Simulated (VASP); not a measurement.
# Ni in VASP: a series of runs

Runs on Ni. Level: LDA. Tasks: single point, relaxation of the atoms.

All numbers are computed with VASP 6.6.1; they aren't measurements. Logs are shortened: lines on timing, memory, paths and dates and some standing lists are left out, and cuts for length are marked.

### Step 1. The cell of the first run

The structure is monoclinic, space group P2_1/m (No. 11). Conventional cell: a = 2.354 Å, b = 3.844 Å, c = 2.354 Å, α = 90.00°, β = 109.47°, γ = 90.00°. Ni (site symmetry m) has 14 Ni at 2.29 to 2.81 Å within 3.0 Å.

### Step 2. Single point, LDA (atoms displaced along a vibrational mode)

Contents of INCAR:

```
  PREC = Accurate
  ENCUT = 520
  EDIFF = 1E-7
  ISMEAR = 0
  SIGMA = 0.15
  LREAL = F
  LASPH = T
  NELM = 80
  ALGO = Fast
  ISIF = 2
  LWAVE = F
  LCHARG = F
  GGA = CA
  NBANDS = 17
```

Contents of KPOINTS:

```
regular mesh
0
Gamma
  20 20 12
```

Contents of POSCAR:

```
Ni
1.0
   -1.3590661858      1.3590661858      1.3590661858
    1.3590661858     -1.3590661858      1.3590661858
    2.7181323716      2.7181323716      0.0000000000
Ni
2
Direct
   -0.0049219893     -0.0365035135      0.0000000000
    0.5049219893      0.5365035135      0.5000000000
```

Potentials or basis: VASP PAW LDA potentials, release 64 (Ni).

On the command line:

```console
$ cat potpaw_LDA.64/Ni/POTCAR > POTCAR
$ mpirun -np 1 vasp_std > vasp.out
```

OUTCAR:

```text
PREC = Accurate
   ENCUT = 520
   EDIFF = 1E-7
   ISMEAR = 0
   LREAL = F
   LASPH = T
   NELM = 80
   ISIF = 2
   GGA = CA

 ion  position               nearest neighbor table
   1  0.995  0.963  0.000-   2 2.29   2 2.29   2 2.42   2 2.42   2 2.64   2 2.64   2 2.81   2 2.81

   2  0.505  0.537  0.500-   1 2.29   1 2.29   1 2.42   1 2.42   1 2.64   1 2.64   1 2.81   1 2.81

  LATTYP: Found a base centered orthorhombic cell.
 ALAT       =     2.7181323716
 B/A-ratio  =     1.4142135624
 C/A-ratio  =     1.4142135624

  Lattice vectors:

 A1 = (  -1.3590661858,   1.3590661858,   1.3590661858)
 A2 = (   1.3590661858,  -1.3590661858,   1.3590661858)
 A3 = (   2.7181323716,   2.7181323716,   0.0000000000)

Analysis of symmetry for initial positions (statically):
=====================================================================
 Subroutine PRICEL returns:
 Original cell was already a primitive cell.

 Routine SETGRP: Setting up the symmetry group for a
 base centered orthorhombic supercell.

 Subroutine GETGRP returns: Found  4 space group operations
 (whereof  2 operations were pure point group operations)
 out of a pool of  8 trial point group operations.

The static configuration has the point symmetry C_1h.
 The point group associated with its full space group is C_2h.

Analysis of symmetry for dynamics (positions and initial velocities):
=====================================================================
 Subroutine PRICEL returns:
 Original cell was already a primitive cell.

 Routine SETGRP: Setting up the symmetry group for a
 base centered orthorhombic supercell.

 Subroutine GETGRP returns: Found  4 space group operations
 (whereof  2 operations were pure point group operations)
 out of a pool of  8 trial point group operations.

The dynamic configuration has the point symmetry C_1h.
 The point group associated with its full space group is C_2h.

 Subroutine INISYM returns: Found  4 space group operations
 (whereof  2 operations are pure point group operations),
 and found     1 'primitive' translations

----------------------------------------------------------------------------------------

                                     Primitive cell

  volume of cell :      20.0822

  direct lattice vectors                    reciprocal lattice vectors
    -1.359066186  1.359066186  1.359066186    -0.183949835  0.183949835  0.367899669
     1.359066186 -1.359066186  1.359066186     0.183949835 -0.183949835  0.367899669
     2.718132372  2.718132372  0.000000000     0.183949835  0.183949835  0.000000000

  length of vectors
     2.353971685  2.353971685  3.844019664     0.450583233  0.450583233  0.260144351

  position of ions in fractional coordinates (direct lattice)
     0.995078011  0.963496486  0.000000000
     0.504921989  0.536503514  0.500000000

  ion indices of the primitive-cell ions
   primitive index   ion index
                 1           1
                 2           2

----------------------------------------------------------------------------------------

 KPOINTS: regular mesh

Automatic generation of k-mesh.
 Grid dimensions read from file:
 generate k-points for:   20   20   12

 Generating k-lattice:

  Cartesian coordinates                     Fractional coordinates (reciprocal lattice)
    -0.009197492  0.009197492  0.018394983     0.050000000  0.000000000  0.000000000
     0.009197492 -0.009197492  0.018394983     0.000000000  0.050000000  0.000000000
     0.015329153  0.015329153  0.000000000     0.000000000  0.000000000  0.083333333

  Length of vectors
     0.022529162  0.022529162  0.021678696

  Shift w.r.t. Gamma in fractional coordinates (k-lattice)
     0.000000000  0.000000000  0.000000000

 Subroutine IBZKPT returns following result:
 ===========================================

 Found   1414 irreducible k-points:

 Following reciprocal coordinates:
            Coordinates               Weight
  0.000000  0.000000  0.000000      1.000000
  0.050000  0.000000  0.000000      2.000000
  0.000000  0.050000  0.000000      2.000000
  0.100000  0.000000  0.000000      2.000000
  0.000000  0.100000  0.000000      2.000000
  0.150000  0.000000  0.000000      2.000000
[... 16 lines left out ...]
  0.100000  0.050000  0.000000      2.000000
  0.050000  0.100000  0.000000      2.000000
 [... further k-points ...]
   k-points           NKPTS =   1414   k-points in BZ     NKDIM =   1414   number of bands    NBANDS=     17
   number of dos      NEDOS =    301   number of ions     NIONS =      2
   total plane-waves  NPLWV =   9720
   dimension x,y,z NGX =    18 NGY =   18 NGZ =   30
   dimension x,y,z NGXF=    36 NGYF=   36 NGZF=   60
   ions per type =               2
   NGX,Y,Z   is equivalent  to a cutoff of  12.71, 12.71, 12.97 a.u.
   NGXF,Y,Z  is equivalent  to a cutoff of  25.42, 25.42, 25.95 a.u.
 SYSTEM =  unknown system
   PREC   = accura    normal or accurate (medium, high low for compatibility)
[... 31 lines left out ...]
  Thomas-Fermi vector in A             =   2.726430
   LORBIT       =      0    0 simple, 1 ext, 2 COOP (PROOUT), +10 PAW based schemes
   GGA     = CA    functional components
   LHFCALC =     F    Hartree Fock is set to
   AEXX    =    0.0000 exact exchange contribution
   IVDW    =     0    specifies the selected vdW correction
   LEPSILON=     F    determine dielectric tensor
   LRPA    =     F    only Hartree local field effects (RPA)
 non-spin polarized calculation
 RMM-DIIS sequential band-by-band and
 Gauss-broadening in eV      SIGMA  =   0.15
  energy-cutoff  :      520.00
  volume of cell :       20.08
 maximum number of plane-waves:       554
 NGX is ok and might be reduce to    18
   NGX =  9   NGY =  9   NGZ = 15

 number of electron      20.0000012 magnetization

 Free energy of the ion-electron system (eV)
  ---------------------------------------------------
  ext. energy  EPLUGINS =         0.00000000
  ---------------------------------------------------
  free energy    TOTEN  =       -12.95162284 eV

  energy without entropy =      -12.90911882  energy(sigma->0) =      -12.93037083

 E-fermi :  10.0573     XC(G=0): -14.0897

 val. band max:       10.0561669196   @ k =  -0.0500   0.0500   0.2500
 cond. band min:      10.0578770324   @ k =   0.4500   0.2500   0.5000
 fundamental gap:      0.0017101128
 Fermi energy:        10.0573032952

 k-point     1 :       0.0000    0.0000    0.0000
  band No.  band energies     occupation
      1       0.6959      2.00000
      2       5.2240      2.00000
      3       6.8639      2.00000
      4       7.8477      2.00000
      5       7.9251      2.00000
      6       7.9532      2.00000
[... 9 lines left out ...]
     16      35.0075      0.00000
     17      37.6052      0.00000

 k-point     2 :       0.0500    0.0000    0.0000
  band No.  band energies     occupation
      1       0.7786      2.00000
      2       5.2773      2.00000
      3       6.8714      2.00000
      4       7.8345      2.00000
      5       7.9424      2.00000
      6       7.9662      2.00000
[... 9 lines left out ...]
     16      35.5062      0.00000
     17      37.2776      0.00000

 k-point     3 :       0.0000    0.0500    0.0000
  band No.  band energies     occupation
      1       0.7785      2.00000
      2       5.2763      2.00000
      3       6.8726      2.00000
      4       7.8844      2.00000
      5       7.9155      2.00000
      6       7.9460      2.00000
[... 9 lines left out ...]
     16      35.6646      0.00000
     17      37.2984      0.00000

 k-point     4 :       0.1000    0.0000    0.0000
  band No.  band energies     occupation
      1       1.0245      2.00000
      2       5.4316      2.00000
      3       6.8895      2.00000
      4       7.7936      2.00000
      5       7.9076      2.00000
      6       8.0902      2.00000
[... 9 lines left out ...]
     16      35.4438      0.00000
     17      36.0678      0.00000
[... 343 lines left out ...]
      1       0.9155      2.00000
      2       5.3637      2.00000
      3       6.8372      2.00000
      4       7.8606      2.00000
      5       7.9474      2.00000
      6       7.9688      2.00000
[... 9 lines left out ...]
     16      36.1241      0.00000
     17      36.4452      0.00000

 k-point    23 :       0.1000    0.0500    0.0000
  band No.  band energies     occupation
      1       1.2135      2.00000
      2       5.5464      2.00000
      3       6.8181      2.00000
      4       7.8240      2.00000
      5       7.9275      2.00000
      6       8.0921      2.00000
[... 9 lines left out ...]
     16      34.7371      0.00000
     17      36.2194      0.00000

 k-point    24 :       0.0500    0.1000    0.0000
  band No.  band energies     occupation
      1       1.2131      2.00000
      2       5.5429      2.00000
      3       6.8229      2.00000
      4       7.8713      2.00000
      5       7.9383      2.00000
      6       8.0426      2.00000
[... 9 lines left out ...]
     16      34.7906      0.00000
     17      36.1760      0.00000

 [... further k-points ...]

------------------------ aborting loop because EDIFF is reached ----------------------------------------

  FORCE on cell =-STRESS in cart. coord.  units (eV):
  Direction    XX          YY          ZZ          XY          YZ          ZX
  --------------------------------------------------------------------------------------
  -------------------------------------------------------------------------------------
  Total        0.1840559      0.1840559     -0.0407353      0.0567514      0.0598576     -0.0598576
  in kB       14.6841380     14.6841380     -3.2499004      4.5276731      4.7754932     -4.7754907
  external PRESSURE =       8.7061252 kB  Pullay stress =       0.0000000 kB

 VOLUME and BASIS-vectors are now :
 -----------------------------------------------------------------------------
  energy-cutoff  :      520.00
  volume of cell :       20.08
      direct lattice vectors                 reciprocal lattice vectors
    -1.359066186  1.359066186  1.359066186    -0.183949835  0.183949835  0.367899669
     1.359066186 -1.359066186  1.359066186     0.183949835 -0.183949835  0.367899669
     2.718132372  2.718132372  0.000000000     0.183949835  0.183949835  0.000000000

 POSITION                                       TOTAL-FORCE (eV/Angst)
 -----------------------------------------------------------------------------------
     -0.04292      0.04292      2.66183        -0.016883      0.016883      0.570341
      1.40199      1.31614      1.41537         0.016883     -0.016883     -0.570341
 -----------------------------------------------------------------------------------
    total drift:                               -0.000000     -0.000000      0.000000

  FREE ENERGIE OF THE ION-ELECTRON SYSTEM (eV)
  ---------------------------------------------------
  free  energy   TOTEN  =       -12.9516228384 eV

  energy  without entropy=      -12.9091188166  energy(sigma->0) =      -12.93037083
```

Wall time 3.3 min (1 thread of Intel Xeon 6975P-C (Granite Rapids), shared host); peak memory 0.47 GiB.

Results:

```
Free energy            : -12.9516 eV
Pressure               : 0.9 GPa
Largest force          : 0.571 eV/Å
Band gap on the k mesh : zero (bands 10 and 11 overlap by 0.91 eV)
```

Forces in eV/Å, atoms in the order of the input:
```
Ni  -0.017  0.017  0.570
Ni   0.017 -0.017 -0.570
```

Levels at points of the mesh, in eV from the Fermi level:
```csv
k point,band 7,band 8,band 9,band 10,band 11,band 12,band 13,band 14
"(0.00, 0.00, 0.00)",-0.69,-0.64,-0.63,-0.43,0.27,0.39,7.36,20.00
"(0.50, 0.00, 0.00)",-1.09,-0.45,-0.43,-0.23,2.20,2.36,11.41,11.62
"(0.00, 0.50, 0.00)",-1.03,-0.57,-0.38,-0.30,1.91,2.67,10.73,11.49
"(0.50, 0.50, 0.00)",-0.19,0.12,0.20,0.43,0.67,7.22,10.42,10.43
"(0.00, 0.00, 0.50)",-0.96,-0.96,-0.85,-0.85,-0.45,-0.45,16.71,16.71
"(0.50, 0.00, 0.50)",-0.44,-0.44,0.25,0.25,0.44,0.44,7.35,7.35
"(0.00, 0.50, 0.50)",-0.51,-0.51,0.09,0.09,0.76,0.76,7.26,7.26
"(0.50, 0.50, 0.50)",-0.97,-0.97,0.32,0.32,5.12,5.12,8.12,8.12
```

Caveat: the cell differs from its parent crystal (atoms displaced along a vibrational mode); the run has no spin polarisation, though such a crystal can be magnetic.

### Step 3. Single point, LDA (atoms displaced along a vibrational mode)

Contents of INCAR:

```
SYSTEM = Ni
PREC = Accurate ; ENCUT = 520
EDIFF = 1E-6 ; ISMEAR = 0
SIGMA = 0.15 ; LREAL = .FALSE.
LASPH = .TRUE. ; NELM = 80
ALGO = Fast ; ISIF = 2
LWAVE = .FALSE. ; LCHARG = .FALSE.
NBANDS = 17
```

Contents of KPOINTS:

```
Automatic mesh
0
G
  20 20 12
  0 0 0
```

Contents of POSCAR:

```
Ni
1.0
   -1.3590661858      1.3590661858      1.3590661858
    1.3590661858     -1.3590661858      1.3590661858
    2.7181323716      2.7181323716      0.0000000000
Ni
2
Direct
    0.0266335205     -0.0680590232      0.0000000000
    0.4733664795      0.5680590232      0.5000000000
```

Potentials or basis: VASP PAW LDA potentials, release 64 (Ni).

On the command line:

```console
$ cat potpaw_LDA.64/Ni/POTCAR > POTCAR
$ mpirun -np 1 vasp_std > vasp.out
```

Run time: 2.9 min. Hardware: 1 thread of Intel Xeon 6975P-C (Granite Rapids), shared host; peak memory 0.47 GiB.

The run converged. Its results:

```
Free energy            : -12.9499 eV
Pressure               : 1.5 GPa
Largest force          : 0.475 eV/Å
Band gap on the k mesh : zero (bands 10 and 11 overlap by 0.66 eV)
```

Forces in eV/Å, atoms in the order of the input:
```
Ni   0.050 -0.050  0.469
Ni  -0.050  0.050 -0.469
```

Stress tensor (GPa, compression positive):
```
 3.68 -1.72 -1.33
-1.72  3.68  1.33
-1.33  1.33 -2.98
```

Levels at points of the mesh, in eV from the Fermi level:
```tsv
k point	band 8	band 9	band 10	band 11	band 12	band 13
(0.00, 0.00, 0.00)	-0.84	-0.74	-0.34	0.19	0.24	7.32
(0.50, 0.00, 0.00)	-0.49	-0.20	-0.05	2.02	2.49	10.92
(0.00, 0.50, 0.00)	-0.38	-0.36	-0.11	1.59	2.97	10.00
(0.50, 0.50, 0.00)	0.05	0.24	0.32	1.55	6.38	10.40
(0.00, 0.00, 0.50)	-1.22	-0.80	-0.80	-0.26	-0.26	16.69
(0.50, 0.00, 0.50)	-0.48	0.04	0.04	0.59	0.59	7.28
(0.00, 0.50, 0.50)	-0.68	-0.08	-0.08	1.12	1.12	7.01
(0.50, 0.50, 0.50)	-0.80	0.29	0.29	4.28	4.28	8.86
```

Caveat: the cell differs from its parent crystal (atoms displaced along a vibrational mode); the run has no spin polarisation, though such a crystal can be magnetic. Spin polarisation is off, so any magnetic state and its effect on volume and gap are missing.

### Step 4. Single point, LDA (atoms displaced along a vibrational mode)

Contents of INCAR:

```
SYSTEM = Ni
PREC = Accurate
ENCUT = 520
EDIFF = 1E-6
ISMEAR = 0
SIGMA = 0.15
LREAL = .False.
LASPH = .True.
NELM = 100
ALGO = Fast
ISIF = 2
LWAVE = .False.
LCHARG = .False.
GGA = CA
NBANDS = 17
```

Contents of KPOINTS:

```
Automatic mesh
0
Gamma
  20 20 12
  0 0 0
```

Contents of POSCAR:

```
Ni
1.0
   -1.3590661858      1.3590661858      1.3590661858
    1.3590661858     -1.3590661858      1.3590661858
    2.7181323716      2.7181323716      0.0000000000
Ni
2
Direct
   -0.0463842820     -0.0779658062      0.0000000000
    0.5463842820      0.5779658062      0.5000000000
```

On the command line:

```console
$ cat potpaw_LDA.64/Ni/POTCAR > POTCAR
$ mpirun -np 1 vasp_std > vasp.out
```

Run time: 3.1 min. Hardware: 1 thread of Intel Xeon 6975P-C (Granite Rapids), shared host; peak memory 0.47 GiB.

The run converged. Its results:

* Free energy: -12.7118 eV
* Pressure: 6.5 GPa
* Largest force: 1.491 eV/Å
* Band gap on the k mesh: zero (bands 10 and 11 overlap by 0.89 eV)

Forces on the atoms (eV/Å):
```
Ni  -0.075  0.075  1.487
Ni   0.075 -0.075 -1.487
```

Stress tensor (GPa, compression positive):
```
10.23  7.68 -1.32
 7.68 10.23  1.32
-1.32  1.32 -0.86
```

Levels at points of the mesh, in eV from the Fermi level:
```csv
k point,band 8,band 9,band 10,band 11,band 12,band 13
"(0.00, 0.00, 0.00)",-0.72,-0.71,-0.50,0.09,0.26,7.36
"(0.50, 0.00, 0.00)",-0.52,-0.32,-0.15,1.74,2.79,10.52
"(0.00, 0.50, 0.00)",-0.76,-0.51,-0.20,1.50,3.10,9.83
"(0.50, 0.50, 0.00)",-0.20,0.21,0.40,0.67,7.19,10.43
"(0.00, 0.00, 0.50)",-1.00,-0.57,-0.57,-0.39,-0.39,16.69
"(0.50, 0.00, 0.50)",-0.47,-0.04,-0.04,0.87,0.87,7.17
"(0.00, 0.50, 0.50)",-0.53,-0.05,-0.05,1.30,1.30,6.90
"(0.50, 0.50, 0.50)",-0.43,0.30,0.30,5.10,5.10,8.12
```

Caveat: the cell differs from its parent crystal (atoms displaced along a vibrational mode); the cell stands under pressure; the run has no spin polarisation, though such a crystal can be magnetic; forces of over 1 eV/Å act on the atoms, so gaps and moduli don't describe the material at rest. Spin polarisation is off, so any magnetic state and its effect on volume and gap are missing.

### Step 5. Relaxation of the atoms, LDA

Edit INCAR of step 4 so:

```diff
@@ -8,3 +8,3 @@
 LASPH = .True.
-NELM = 100
+NELM = 80
 ALGO = Fast
@@ -13,3 +13,4 @@
 LCHARG = .False.
-GGA = CA
-NBANDS = 17
+IBRION = 2
+NSW = 70
+EDIFFG = -0.01
```

KPOINTS is that of step 4.

Contents of POSCAR:

```
Ni
1.0
   -1.3590661858      1.3590661858      1.3590661858
    1.3590661858     -1.3590661858      1.3590661858
    2.7181323716      2.7181323716      0.0000000000
Ni
2
Direct
    0.0315555098     -0.0315555098      0.0000000000
    0.4684444902      0.5315555098      0.5000000000
```

On the command line:

```console
$ cat potpaw_LDA.64/Ni/POTCAR > POTCAR
$ mpirun -np 1 vasp_std > vasp.out
```

It took 6.7 min on 1 thread of Oxide Virtual Turin-like, shared host; peak memory 0.26 GiB.

The run converged. Its results:

```
Free energy                  : -12.9845 eV
Energy gained by relaxing    : 0.2 meV/atom
Ionic steps                  : 4
Pressure after relaxing      : 0.4 GPa
Largest force after relaxing : 0.006 eV/Å
Band gap on the k mesh       : zero (bands 10 and 11 overlap by 0.81 eV)
```

Forces in eV/Å, atoms in the order of the input:
```
Ni   0.004 -0.004  0.000
Ni  -0.004  0.004  0.000
```

Stress tensor (GPa, compression positive):
```
 1.08 -1.27  0.00
-1.27  1.08  0.00
 0.00  0.00 -1.08
```

The path:
```
step  energy change (eV)  largest force (eV/Å)  pressure (GPa)
   1              0.0000                0.0210            0.79
   2              0.0000                0.0170            0.20
   3             -0.0002                0.0137            0.29
   4             -0.0003                0.0060            0.36
```

Final structure:
```
Ni
1.0
    -1.35907    1.35907    1.35907
     1.35907   -1.35907    1.35907
     2.71813    2.71813    0.00000
Ni
2
Direct
  0.02893 0.97107 0.00000
  0.47107 0.52893 0.50000
```

Levels at points of the mesh, in eV from the Fermi level:
```csv
k point,band 8,band 9,band 10,band 11,band 12,band 13
"(0.00, 0.00, 0.00)",-0.74,-0.66,-0.36,0.25,0.35,7.34
"(0.50, 0.00, 0.00)",-0.40,-0.31,-0.29,2.00,2.56,10.88
"(0.50, 0.50, 0.00)",0.16,0.21,0.40,1.03,6.93,10.32
"(0.00, 0.00, 0.50)",-1.06,-0.90,-0.90,-0.37,-0.37,16.71
"(0.50, 0.00, 0.50)",-0.48,0.10,0.10,0.65,0.65,7.29
"(0.50, 0.50, 0.50)",-1.04,0.31,0.31,4.83,4.83,8.39
```

Caveat: the run has no spin polarisation, though such a crystal can be magnetic.

### Step 6. Summary

| task | cell | gap on the mesh (eV) | pressure (GPa) | largest force (eV/Å) |
| --- | --- | --- | --- | --- |
| single point | as given, atomic positions A | none | 0.9 | 0.57 |
| single point | as given, atomic positions B | none | 1.5 | 0.47 |
| single point | as given, atomic positions C | none | 6.5 | 1.49 |
| relaxation of the atoms | atoms relaxed, atomic positions D | none | 0.4 | 0.01 |

Alike in all rows: level LDA; potentials or basis VASP PAW LDA potentials, release 64 (Ni); no spin polarisation; k mesh 20 × 20 × 12; cutoff (eV) 520; smearing gaussian 0.15 eV.

Caveats: the run has no spin polarisation, though such a crystal can be magnetic; the cell stands under pressure (at least some runs); forces of over 1 eV/Å act on the atoms, so gaps and moduli don't describe the material at rest (at least some runs).

Total energies depend on the potentials used, so only differences within one code and one set of settings carry meaning.
